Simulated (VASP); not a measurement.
# Pb (Fm-3m) in VASP: a series of runs

Runs on Pb. Level: PBE+D3(BJ). Tasks: single point.

All numbers are computed with VASP 6.6.1; they aren't measurements. Logs are shortened: lines on timing, memory, paths and dates and some standing lists are left out, and cuts for length are marked.

**1. The cell of the first run**

Symmetry: Fm-3m, No. 225, cubic system. Conventional cell: a = 4.950 Å, b = 4.950 Å, c = 4.950 Å, α = 90.00°, β = 90.00°, γ = 90.00°. Within 4.6 Å of Pb (site symmetry m-3m) lie 12 Pb at 3.50 Å.

**2. Single point, PBE+D3(BJ)**

INCAR

```
SYSTEM = Pb
ALGO = Normal ; EDIFF = 1E-6
ENCUT = 500 ; GGA = PE
GGA_COMPAT = .FALSE. ; ISIF = 2
ISMEAR = 0 ; IVDW = 12
LASPH = .TRUE. ; LCHARG = .TRUE.
LELF = .TRUE. ; LREAL = .FALSE.
LVHAR = .TRUE. ; LWAVE = .FALSE.
NBANDS = 13 ; NELM = 120
PREC = Accurate ; SIGMA = 0.1
```

KPOINTS

```
k-points
0
G
  6 6 6
  0 0 0
```

POSCAR

```
Pb
1.0
    0.0000000000      2.4750200000      2.4750200000
    2.4750200000      0.0000000000      2.4750200000
    2.4750200000      2.4750200000      0.0000000000
Pb
1
Direct
    0.0000000000      0.0000000000      0.0000000000
```

Potentials or basis: VASP PAW PBE potentials, release 64 (Pb_d).

Started as:

```
$ cat potpaw_PBE.64/Pb_d/POTCAR > POTCAR
$ mpirun -np 1 vasp_std > vasp.out
```

OUTCAR:

```text
SYSTEM = Pb
   EDIFF = 1E-6
   ENCUT = 500
   GGA = PE
   ISIF = 2
   ISMEAR = 0
   IVDW = 12
   LASPH = .TRUE.
   LREAL = .FALSE.
   NELM = 120
   PREC = Accurate
 IVDW          = 12

 ion  position               nearest neighbor table
   1  0.000  0.000  0.000-

  LATTYP: Found a face centered cubic cell.
 ALAT       =     4.9500400000

  Lattice vectors:

 A1 = (   0.0000000000,   2.4750200000,   2.4750200000)
 A2 = (   2.4750200000,   0.0000000000,   2.4750200000)
 A3 = (   2.4750200000,   2.4750200000,   0.0000000000)

Analysis of symmetry for initial positions (statically):
=====================================================================
 Subroutine PRICEL returns:
 Original cell was already a primitive cell.

 Routine SETGRP: Setting up the symmetry group for a
 face centered cubic supercell.

 Subroutine GETGRP returns: Found 48 space group operations
 (whereof 48 operations were pure point group operations)
 out of a pool of 48 trial point group operations.

The static configuration has the point symmetry O_h .

Analysis of symmetry for dynamics (positions and initial velocities):
=====================================================================
 Subroutine PRICEL returns:
 Original cell was already a primitive cell.

 Routine SETGRP: Setting up the symmetry group for a
 face centered cubic supercell.

 Subroutine GETGRP returns: Found 48 space group operations
 (whereof 48 operations were pure point group operations)
 out of a pool of 48 trial point group operations.

The dynamic configuration has the point symmetry O_h .

 Subroutine INISYM returns: Found 48 space group operations
 (whereof 48 operations are pure point group operations),
 and found     1 'primitive' translations

----------------------------------------------------------------------------------------

                                     Primitive cell

  volume of cell :      30.3226

  direct lattice vectors                    reciprocal lattice vectors
     0.000000000  2.475020000  2.475020000    -0.202018570  0.202018570  0.202018570
     2.475020000  0.000000000  2.475020000     0.202018570 -0.202018570  0.202018570
     2.475020000  2.475020000  0.000000000     0.202018570  0.202018570 -0.202018570

  length of vectors
     3.500206851  3.500206851  3.500206851     0.349906427  0.349906427  0.349906427

  position of ions in fractional coordinates (direct lattice)
     0.000000000  0.000000000  0.000000000

  ion indices of the primitive-cell ions
   primitive index   ion index
                 1           1

----------------------------------------------------------------------------------------

 KPOINTS: k-points

Automatic generation of k-mesh.
 Grid dimensions read from file:
 generate k-points for:    6    6    6

 Generating k-lattice:

  Cartesian coordinates                     Fractional coordinates (reciprocal lattice)
    -0.033669762  0.033669762  0.033669762     0.166666667  0.000000000  0.000000000
     0.033669762 -0.033669762  0.033669762     0.000000000  0.166666667  0.000000000
     0.033669762  0.033669762 -0.033669762     0.000000000  0.000000000  0.166666667

  Length of vectors
     0.058317738  0.058317738  0.058317738

  Shift w.r.t. Gamma in fractional coordinates (k-lattice)
     0.000000000  0.000000000  0.000000000

 Subroutine IBZKPT returns following result:
 ===========================================

 Found     16 irreducible k-points:

 Following reciprocal coordinates:
            Coordinates               Weight
  0.000000  0.000000  0.000000      1.000000
  0.166667  0.000000  0.000000      8.000000
  0.333333  0.000000  0.000000      8.000000
  0.500000  0.000000  0.000000      4.000000
  0.166667  0.166667  0.000000      6.000000
  0.333333  0.166667  0.000000     24.000000
[... 8 lines left out ...]
 -0.333333  0.333333  0.166667     24.000000
 -0.333333  0.500000  0.166667     12.000000
   k-points           NKPTS =     16   k-points in BZ     NKDIM =     16   number of bands    NBANDS=     13
   number of dos      NEDOS =    301   number of ions     NIONS =      1
   total plane-waves  NPLWV =  21952
   dimension x,y,z NGX =    28 NGY =   28 NGZ =   28
   dimension x,y,z NGXF=    56 NGYF=   56 NGZF=   56
   ions per type =               1
   NGX,Y,Z   is equivalent  to a cutoff of  13.30, 13.30, 13.30 a.u.
   NGXF,Y,Z  is equivalent  to a cutoff of  26.60, 26.60, 26.60 a.u.
 SYSTEM =  Pb
   PREC   = accura    normal or accurate (medium, high low for compatibility)
   ISTART =      0    job   : 0-new  1-cont  2-samecut
   ICHARG =      2    charge: 1-file 2-atom 10-const
   ISPIN  =      1    spin polarized calculation?
   LNONCOLLINEAR =      F non collinear calculations
   LSORBIT =      F    spin-orbit coupling
   LASPH  =      T    aspherical Exc in radial PAW
   ENCUT  =  500.0 eV  36.75 Ry    6.06 a.u.   6.38  6.38  6.38*2*pi/ulx,y,z
   NELM   =    120;   NELMIN=  2; NELMDL= -5     # of ELM steps
   EDIFF  = 0.1E-05   stopping-criterion for ELM
   LREAL  =      F    real-space projection
   EDIFFG = 0.1E-04   stopping-criterion for IOM
   NSW    =      0    number of steps for IOM
   IBRION =     -1    ionic relax: 0-MD 1-quasi-New 2-CG
   NFREE  =      0    steps in history (QN), initial steepest desc. (CG)
   ISIF   =      2    stress and relaxation
   ISYM   =      2    0-nonsym 1-usesym 2-fastsym
   POTIM  = 0.5000    time-step for ionic-motion
   TEBEG  =    0.0;   TEEND  =   0.0 temperature during run
   PSTRESS=    0.0 pullay stress
   NELECT =      14.0000    total number of electrons
   NUPDOWN=      -1.0000    fix difference up-down
   EMIN   =  10.00;   EMAX   =-10.00  energy-range for DOS
   EFERMI =   0.00;   METHOD = LEGACY
   ISMEAR =     0;   SIGMA  =   0.10  broadening in eV -4-tet -1-fermi 0-gaus
   EFERMI_NEDOS =   21; number of points for ismear=-14 and -15
   IALGO  =     38    algorithm
   IMIX   =      4    mixing-type and parameters
     AMIX     =   0.40;   BMIX     =  1.00
     AMIX_MAG =   1.60;   BMIX_MAG =  1.00
  volume/ion in A,a.u.               =      30.32       204.63
  Fermi-wavevector in a.u.,A,eV,Ry     =   1.265306  2.391081 21.782907  1.600999
  Thomas-Fermi vector in A             =   2.398566
   LORBIT       =      0    0 simple, 1 ext, 2 COOP (PROOUT), +10 PAW based schemes
   GGA     = PE    functional components
   LHFCALC =     F    Hartree Fock is set to
   AEXX    =    0.0000 exact exchange contribution
   IVDW    =    12    specifies the selected vdW correction
   LEPSILON=     F    determine dielectric tensor
   LRPA    =     F    only Hartree local field effects (RPA)
 non-spin polarized calculation
 Gauss-broadening in eV      SIGMA  =   0.10
  energy-cutoff  :      500.00
  volume of cell :       30.32
 maximum number of plane-waves:       785
 NGX is ok and might be reduce to    28
   NGX = 13   NGY = 13   NGZ = 13

 number of electron      13.9999999 magnetization

 Free energy of the ion-electron system (eV)
  ---------------------------------------------------
  ext. energy  EPLUGINS =         0.00000000
  ---------------------------------------------------
  free energy    TOTEN  =        -3.45245065 eV

  energy without entropy =       -3.44726589  energy(sigma->0) =       -3.44985827

 E-fermi :   7.4243     XC(G=0): -10.1753

 val. band max:        7.2938022423   @ k =  -0.3333   0.3333   0.1667
 cond. band min:       7.4940133197   @ k =   0.3333   0.1667   0.0000
 fundamental gap:      0.2002110774
 Fermi energy:         7.4242576875

 k-point     1 :       0.0000    0.0000    0.0000
  band No.  band energies     occupation
      1      -9.7640      2.00000
      2      -9.7640      2.00000
      3      -9.7640      2.00000
      4      -9.6278      2.00000
      5      -9.6278      2.00000
      6      -4.4610      2.00000
      7      14.7102      0.00000
      8      14.7102      0.00000
      9      14.7102      0.00000
     10      17.0517      0.00000
     11      18.6478      0.00000
     12      19.7734      0.00000
     13      19.7734      0.00000

 k-point     2 :       0.1667    0.0000    0.0000
  band No.  band energies     occupation
      1      -9.7664      2.00000
      2      -9.7349      2.00000
      3      -9.7349      2.00000
      4      -9.6219      2.00000
      5      -9.6219      2.00000
      6      -3.9257      2.00000
      7      10.5950      0.00000
      8      14.1431      0.00000
      9      14.1431      0.00000
     10      16.4629      0.00000
     11      19.9029      0.00000
     12      20.4362      0.00000
     13      20.4420      0.00000

 k-point     3 :       0.3333    0.0000    0.0000
  band No.  band energies     occupation
      1      -9.7813      2.00000
      2      -9.7397      2.00000
      3      -9.7397      2.00000
      4      -9.5443      2.00000
      5      -9.5443      2.00000
      6      -2.3692      2.00000
      7       5.7589      2.00000
      8      13.2562      0.00000
      9      13.2562      0.00000
     10      16.2260      0.00000
     11      17.8551      0.00000
     12      19.0066      0.00000
     13      19.0066      0.00000
[... 177 lines left out ...]
 k-point    15 :      -0.3333    0.3333    0.1667
  band No.  band energies     occupation
      1      -9.7706      2.00000
      2      -9.7274      2.00000
      3      -9.6364      2.00000
      4      -9.5989      2.00000
      5      -9.4885      2.00000
      6       0.1476      2.00000
      7       4.6718      2.00000
      8       7.2938      1.93495
      9       9.3163      0.00000
     10      16.6937      0.00000
     11      18.6323      0.00000
     12      21.4974      0.00000
     13      21.5412      0.00000

 k-point    16 :      -0.3333    0.5000    0.1667
  band No.  band energies     occupation
      1      -9.8185      2.00000
      2      -9.7830      2.00000
      3      -9.5828      2.00000
      4      -9.5560      2.00000
      5      -9.4549      2.00000
      6       0.6575      2.00000
      7       4.8936      2.00000
      8       7.2209      1.99596
      9       7.8785      0.00000
     10      16.0990      0.00000
     11      16.9811      0.00000
     12      22.1112      0.00000
     13      22.4939      0.00000

------------------------ aborting loop because EDIFF is reached ----------------------------------------

 Edisp (eV)   -0.40966

 E8    (eV) :    -0.2076

  FORCE on cell =-STRESS in cart. coord.  units (eV):
  Direction    XX          YY          ZZ          XY          YZ          ZX
  --------------------------------------------------------------------------------------
  -------------------------------------------------------------------------------------
  Total       0.19649     0.19649     0.19649     0.00000     0.00000     0.00000
  in kB      10.38229    10.38229    10.38229     0.00000     0.00000     0.00000
  external pressure =       10.38 kB  Pullay stress =        0.00 kB

 VOLUME and BASIS-vectors are now :
 -----------------------------------------------------------------------------
  energy-cutoff  :      500.00
  volume of cell :       30.32
      direct lattice vectors                 reciprocal lattice vectors
     0.000000000  2.475020000  2.475020000    -0.202018570  0.202018570  0.202018570
     2.475020000  0.000000000  2.475020000     0.202018570 -0.202018570  0.202018570
     2.475020000  2.475020000  0.000000000     0.202018570  0.202018570 -0.202018570

 POSITION                                       TOTAL-FORCE (eV/Angst)
 -----------------------------------------------------------------------------------
      0.00000      0.00000      0.00000         0.000000      0.000000      0.000000
 -----------------------------------------------------------------------------------
    total drift:                               -0.000000     -0.000000     -0.000000

  FREE ENERGIE OF THE ION-ELECTRON SYSTEM (eV)
  ---------------------------------------------------
  free  energy   TOTEN  =        -3.8621116238 eV

  energy  without entropy=       -3.8569268634  energy(sigma->0) =       -3.85951924
```

It took 5.4 s on 1 thread of Intel Xeon 6975P-C (Granite Rapids), shared host; peak memory 0.16 GiB.

Results:

```
Free energy                : -3.8621 eV
Pressure                   : 1.0 GPa
Band gap on the k mesh     : zero (band 7 reaches 14.71 eV, above the bottom of band 8 at 5.75 eV)
Dispersion energy per atom : -0.410 eV
```

Caveat: the k points lie up to 0.37 Å⁻¹ apart; spin-orbit coupling is left out, which moves the levels of the heavy elements; pairwise dispersion overbinds metals, which lowers pressure and volume.

**3. Single point, PBE+D3(BJ), non-collinear spin, zero start, spin-orbit coupling**

This run uses another cell than the first one, of 30.49 Å³/atom, 1.005 times its volume.

INCAR

```
SYSTEM = Pb
PREC = Accurate
ENCUT = 500
EDIFF = 1E-6
ISMEAR = 0
SIGMA = 0.1
LREAL = .False.
LASPH = .True.
NELM = 200
ALGO = Normal
ISIF = 2
LWAVE = .False.
LCHARG = .False.
LNONCOLLINEAR = .True.
MAGMOM = 0 0 0
LORBIT = 11
LSORBIT = .True.
GGA_COMPAT = .False.
LORBMOM = .True.
GGA = PE
IVDW = 12
NBANDS = 25
```

KPOINTS

```
Automatic mesh
0
Gamma
  14 14 14
  0 0 0
```

POSCAR

```
Pb
1.0
    0.0000000000      2.4795414672      2.4795414672
    2.4795414672      0.0000000000      2.4795414672
    2.4795414672      2.4795414672      0.0000000000
Pb
1
Direct
    0.0000000000      0.0000000000      0.0000000000
```

Potentials or basis: VASP PAW PBE potentials, release 64 (Pb_d).

Started as:

```
$ cat potpaw_PBE.64/Pb_d/POTCAR > POTCAR
$ mpirun -np 1 vasp_ncl > vasp.out
```

Wall time 1.7 min (1 thread of Intel Xeon 6975P-C (Granite Rapids), shared host); peak memory 0.31 GiB.

The run converged. Its results:

```yaml
Free_energy: -4.5064 eV
Pressure: 0.1 GPa
Net_moment: 0.00 μB per cell
Valence_electrons_inside_the_program's_atomic_spheres: Pb 11.97
Dispersion_energy_per_atom: -0.407 eV
```

Moments on the atoms (μB; x, y, z):
```
Pb  0.00 0.00 0.00
```

**4. Single point, PBE+D3(BJ) (volume scaled by 0.91)**

INCAR

```
SYSTEM = Pb
ALGO = Fast
EDIFF = 1E-7
ENCUT = 520
GGA = PE
ISIF = 2
ISMEAR = 0
IVDW = 12
LASPH = .True.
LCHARG = .False.
LREAL = .False.
LWAVE = .False.
NBANDS = 13
NELM = 80
PREC = Accurate
SIGMA = 0.1
```

KPOINTS

```
k-points
0
Gamma
  14 14 14
  0 0 0
```

POSCAR

```
Pb
1.0
    0.0000000000      2.4028048868      2.4028048868
    2.4028048868      0.0000000000      2.4028048868
    2.4028048868      2.4028048868      0.0000000000
Pb
1
Direct
    0.0000000000      0.0000000000      0.0000000000
```

Started as:

```
$ cat potpaw_PBE.64/Pb_d/POTCAR > POTCAR
$ mpirun -np 1 vasp_std > vasp.out
```

It took 1.7 min on 1 thread of AMD EPYC 7R13, shared host; peak memory 0.15 GiB.

Results (log left out):

* Free energy: -3.9239 eV
* Pressure: 5.3 GPa
* Band gap on the k mesh: zero (band 7 reaches 16.46 eV, above the bottom of band 8 at 6.58 eV)
* Dispersion energy per atom: -0.449 eV

Levels at points of the mesh, in eV from the Fermi level:
```
           k point  band 4  band 5  band 6  band 7  band 8  band 9  band 10  band 11
(0.00, 0.00, 0.00)  -17.05  -17.05  -12.47    8.06    8.06    8.06     9.72    12.40
(0.50, 0.00, 0.00)  -16.87  -16.87   -8.29   -4.74    6.01    6.01     9.20    10.23
(0.50, 0.50, 0.00)  -16.83  -16.83   -6.66   -3.72    2.07    2.07     5.59     6.87
```

Caveat: the cell differs from its parent crystal (volume scaled by 0.91); spin-orbit coupling is left out, which moves the levels of the heavy elements; pairwise dispersion overbinds metals, which lowers pressure and volume.

**5. Single point, PBE+D3(BJ) (volume scaled by 0.94)**

INCAR

```
ALGO = Normal
EDIFF = 1E-7
ENCUT = 520
GGA = PE
ISIF = 2
ISMEAR = 0
IVDW = 12
LASPH = True
LCHARG = False
LREAL = False
LWAVE = False
NBANDS = 13
NELM = 60
PREC = Accurate
SIGMA = 0.1
```

KPOINTS

```
k-points
0
Gamma
  14 14 14
```

POSCAR

```
Pb
1.0
    0.0000000000      2.4289243776      2.4289243776
    2.4289243776      0.0000000000      2.4289243776
    2.4289243776      2.4289243776      0.0000000000
Pb
1
Direct
    0.0000000000      0.0000000000      0.0000000000
```

Started as:

```
$ cat potpaw_PBE.64/Pb_d/POTCAR > POTCAR
$ mpirun -np 1 vasp_std > vasp.out
```

Run time: 71 s. Hardware: 1 thread of AMD EPYC 7R13, shared host; peak memory 0.16 GiB.

The run converged. Its results:

```yaml
Free_energy: -3.9486 eV
Pressure: 3.2 GPa
Band_gap_on_the_k_mesh: zero (band 7 reaches 15.80 eV, above the bottom of band 8 at 6.26 eV)
Dispersion_energy_per_atom: -0.434 eV
```

Levels at points of the mesh, in eV from the Fermi level:
```
           k point  band 4  band 5  band 6  band 7  band 8  band 9  band 10  band 11
(0.00, 0.00, 0.00)  -17.02  -17.02  -12.22    7.81    7.81    7.81     9.73    12.00
(0.50, 0.00, 0.00)  -16.86  -16.86   -8.25   -4.56    5.83    5.83     9.20     9.92
(0.50, 0.50, 0.00)  -16.82  -16.82   -6.70   -3.57    2.05    2.05     5.49     6.77
```

Caveat: the cell differs from its parent crystal (volume scaled by 0.94); spin-orbit coupling is left out, which moves the levels of the heavy elements; pairwise dispersion overbinds metals, which lowers pressure and volume.

**6. Single point, PBE+D3(BJ)**

This run uses another cell than the first one, of 30.49 Å³/atom, 1.005 times its volume.

INCAR

```
SYSTEM = Pb
PREC = Accurate
ENCUT = 520
EDIFF = 1E-7
ISMEAR = 0
SIGMA = 0.1
LREAL = .False.
LASPH = .True.
NELM = 60
ALGO = Normal
ISIF = 2
LWAVE = .False.
LCHARG = .True.
GGA = PE
IVDW = 12
LELF = .True.
LVHAR = .True.
NBANDS = 13
```

KPOINTS

```
Automatic mesh
0
Gamma
  14 14 14
  0 0 0
```

POSCAR

```
Pb
1.0
    0.0000000000      2.4795414675      2.4795414675
    2.4795414675      0.0000000000      2.4795414675
    2.4795414675      2.4795414675      0.0000000000
Pb
1
Direct
    0.0000000000      0.0000000000      0.0000000000
```

Potentials or basis: VASP PAW PBE potentials, release 64 (Pb_d).

Started as:

```
$ cat potpaw_PBE.64/Pb_d/POTCAR > POTCAR
$ mpirun -np 1 vasp_std > vasp.out
```

Wall time 77 s (1 thread of AMD EPYC 7R13, shared host); peak memory 0.16 GiB.

The run converged. Its results:

| Quantity | Value |
| --- | --- |
| Free energy | -3.9662 eV |
| Pressure | -0.1 GPa |
| Band gap on the k mesh | zero (band 7 reaches 14.60 eV, above the bottom of band 8 at 5.67 eV) |
| Dispersion energy per atom | -0.407 eV |

Levels at points of the mesh, in eV from the Fermi level:
```
           k point  band 5  band 6  band 7  band 8  band 9  band 10
(0.00, 0.00, 0.00)  -16.97  -11.75    7.34    7.34    7.34     9.72
(0.50, 0.00, 0.00)  -16.83   -8.16   -4.21    5.51    5.51     9.20
(0.50, 0.50, 0.00)  -16.80   -6.76   -3.28    2.01    2.01     5.33
```

Caveat: spin-orbit coupling is left out, which moves the levels of the heavy elements; pairwise dispersion overbinds metals, which lowers pressure and volume.

**7. Summary**

```csv
spin,cell,k mesh,cutoff (eV),gap on the mesh (eV),pressure (GPa)
off,"a = 3.500 Å, angles 60.0°, 1 atom",6 × 6 × 6,500,none,1.0
"non-collinear, zero start, SOC","a = 3.507 Å, angles 60.0°, 1 atom",14 × 14 × 14,500,-,0.1
off,"a = 3.398 Å, angles 60.0°, 1 atom",14 × 14 × 14,520,none,5.3
off,"a = 3.435 Å, angles 60.0°, 1 atom",14 × 14 × 14,520,none,3.2
off,"a = 3.507 Å, angles 60.0°, 1 atom",14 × 14 × 14,520,none,-0.1
```

Alike in all rows: task single point; level PBE+D3(BJ); potentials or basis VASP PAW PBE potentials, release 64 (Pb_d); smearing gaussian 0.1 eV.

Caveats: some runs use coarse meshes; spin-orbit coupling is left out, which moves the levels of the heavy elements (some runs); pairwise dispersion overbinds metals, which lowers pressure and volume (some runs).

Total energies depend on the potentials used, so only differences within one code and one set of settings carry meaning.
